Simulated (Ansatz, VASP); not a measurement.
F in VASP and in Ansatz

```
F
1.0
    -1.91492    1.91492    1.30825
     1.91492   -1.91492    1.30825
     1.91492    1.91492   -1.30825
F
2
Direct
  0.62500 0.87500 0.75000
  0.37500 0.12500 0.25000
```

Change from the starting cell: volume scaled by 0.85, LAPW.

Alike in both runs: task single point; functional PBE; k mesh 17 × 17 × 17; occupations fermi-dirac, width 0.05 eV; no spin polarisation.

|  | VASP | Ansatz |
| --- | --- | --- |
| version | VASP 6.6.1 | Ansatz 0.2.0 |
| potentials or method | VASP PAW PBE potentials, release 64 (F), cutoff 520 eV | all-electron LAPW, scalar-relativistic |

|  | VASP | Ansatz | Ansatz less VASP |
| --- | --- | --- | --- |
| pressure (GPa) | 9.1 | 9.8 | +0.66 |
| traceless stress, the component that is largest in VASP (GPa) | -0.12 | -0.04 | +0.082 |

Ansatz ran all-electron here, and VASP with PAW potentials.
